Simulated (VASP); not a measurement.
Input of a VASP 6.6.1 run:

The input INCAR:

```
SYSTEM = AlN
PREC = Accurate
ENCUT = 520
EDIFF = 1E-7
ISMEAR = 0
SIGMA = 0.01
LREAL = .FALSE.
LASPH = .TRUE.
NELM = 100
ALGO = Normal
ISIF = 2
LWAVE = .FALSE.
LCHARG = .TRUE.
GGA = CA
LELF = .TRUE.
LVHAR = .TRUE.
NBANDS = 11
```

KPOINTS

```
Automatic mesh
0
G
  10 10 10
  0 0 0
```

POSCAR

```
AlN
1.0
    2.1928545271      2.1928545271      0.0000000000
   -2.1928545271      2.1928545271      0.0000000000
    0.0000000000      2.1928545271      2.1465314021
Al N
1 1
Direct
    0.0000000000      0.0000000000      0.0000000000
    0.2500000000      0.7500000000      0.5000000000
```

Potentials or basis: VASP PAW LDA potentials, release 64 (Al, N).

The run is started by

```sh
$ cat potpaw_LDA.64/Al/POTCAR potpaw_LDA.64/N/POTCAR > POTCAR
$ mpirun -np 1 vasp_std > vasp.out
```

(1) Estimate the pressure.

(2) What does it give for the band gap on the k mesh?

## Answers

(1) -1.2 GPa.

(2) 3.11 eV, indirect (least direct gap 4.26 eV).

Caveat: the cell differs from its parent crystal (in-plane strain +0.01, then relaxed in part).
